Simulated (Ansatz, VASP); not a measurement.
**Two plane-wave programs on Nb3Pb**

INCAR

```
  PREC = Accurate
  ENCUT = 520
  EDIFF = 1E-6
  ISMEAR = -1
  SIGMA = 0.1
  LREAL = F
  LASPH = T
  NELM = 80
  ALGO = Normal
  ISIF = 2
  LWAVE = F
  LCHARG = T
  GGA = PE
  LELF = T
  LVHAR = T
  NBANDS = 63
```

KPOINTS

```
regular mesh
0
Gamma
  6 6 6
```

File POSCAR:

```
Nb3Pb
1.0
    5.4025080000      0.0000000000      0.0000000000
    0.0000000000      5.4025080000      0.0000000000
    0.0000000000      0.0000000000      5.4025080000
Nb Pb
6 2
Direct
    0.2500000000      0.0000000000      0.5000000000
    0.5000000000      0.7500000000      0.0000000000
    0.7500000000      0.0000000000      0.5000000000
    0.5000000000      0.2500000000      0.0000000000
    0.0000000000      0.5000000000      0.7500000000
    0.0000000000      0.5000000000      0.2500000000
    0.0000000000      0.0000000000      0.0000000000
    0.5000000000      0.5000000000      0.5000000000
```

Input for Ansatz:

```yaml
crystal:
  lattice:
    - [5.402508, 0.0, 0.0]
    - [0.0, 5.402508, 0.0]
    - [0.0, 0.0, 5.402508]
  atoms:
    - { symbol: Nb, position: [0.25, 0.0, 0.5] }
    - { symbol: Nb, position: [0.5, 0.75, 0.0] }
    - { symbol: Nb, position: [0.75, 0.0, 0.5] }
    - { symbol: Nb, position: [0.5, 0.25, 0.0] }
    - { symbol: Nb, position: [0.0, 0.5, 0.75] }
    - { symbol: Nb, position: [0.0, 0.5, 0.25] }
    - { symbol: Pb, position: [0.0, 0.0, 0.0] }
    - { symbol: Pb, position: [0.5, 0.5, 0.5] }
  symmetry: { tolerance: 0.0003 }
kpoints:
  mp_grid: { grid: [6, 6, 6], shift: [0, 0, 0] }
  band_path:
    path:
      - [0.0, 0.0, 0.0]
      - [0.0, 0.5, 0.0]
      - [0.5, 0.5, 0.0]
      - [0.0, 0.0, 0.0]
      - [0.5, 0.5, 0.5]
      - [0.0, 0.5, 0.0]
      - [0.5, 0.5, 0.5]
      - [0.5, 0.5, 0.0]
    npoints: 8
magnetization:
  spin_polarized: false
scf:
  occupations: { method: fermi_dirac }
  lower_state_search: "off"
  max_iter: 200
hamiltonian:
  pseudopotentials: { kind: paw }
  xc: pbe
basis:
  ecutwfc: 420
  fft_grid_basis: typed
output:
  forces: true
  stress: true
  eigenvalues: true
  bader: true
  populations: true
  elf: true
  write_potential: true
  volumetric_format: npy
  dos:
    e_range: [-12, 8]
    de: 0.05
    projected: { site_lists: { Nb: [Nb], Pb: [Pb] } }
checkpoint:
  read: saved_state
```

Alike in both runs: task single point; functional PBE; k mesh 6 × 6 × 6; no spin polarisation.

```csv
,VASP,Ansatz
version,VASP 6.6.1,Ansatz 0.2.0
potentials or method,"VASP PAW PBE potentials, release 64 (Nb_sv, Pb_d), cutoff 520 eV",PAW plane waves
occupations,"fermi-dirac, width 0.1 eV",fermi-dirac
valence electrons in the cell,106,106
```

VASP gave:

```
pressure (GPa) : -2.8
```

Estimate Ansatz's values.

pressure (GPa): -2.6.

Neither program's run includes spin-orbit coupling.
